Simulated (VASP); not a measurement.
## Te2Mo: single point with PBE+D3(BJ)

Slab: Te2Mo, a slab with vacuum.

```
CELL_PARAMETERS angstrom
3.78400 0.00000 0.00000
-1.89200 3.27704 0.00000
0.00000 0.00000 33.26988
ATOMIC_POSITIONS crystal
Te 0.33333 0.66667 0.44160
Te 0.33333 0.66667 0.55840
Mo 0.66667 0.33333 0.50000
```

* Program: VASP 6.6.1
* Task: single point
* Functional: PBE
* Dispersion: D3(BJ)
* Potentials or basis: VASP PAW PBE potentials, release 64 (Te, Mo_sv)
* Cutoff: 520 eV
* k mesh: 9 × 9 × 1
* Occupations: gaussian, width 0.02 eV
* Spin: no spin polarisation
* Dipole correction: yes
* Further INCAR settings: ALGO = Normal; EDIFF = 1e-07; NBANDS = 20

* Largest force: 2.171 eV/Å
* Band gap on the k mesh: 0.82 eV, direct
* Dispersion energy per atom: -0.383 eV

Forces in eV/Å, atoms in the order of the input:
```
Te   0.000  0.000  2.171
Te   0.000  0.000 -2.171
Mo   0.000  0.000  0.000
```

Levels at points of the mesh, in eV from the valence-band top:
```tsv
k point	band 9	band 10	band 11	band 12	band 13	band 14	band 15	band 16	band 17	band 18
(0.00, 0.00, 0.00)	-1.31	-1.31	-0.77	-0.77	-0.35	2.23	2.23	2.33	2.33	3.86
```

Wall time 85 s on 1 thread of Intel(R) Xeon(R) 6975P-C (Granite Rapids), with other jobs on the host, peak memory 0.5 GiB.

Caveat: spin-orbit coupling is left out, which moves the levels of the heavy elements.
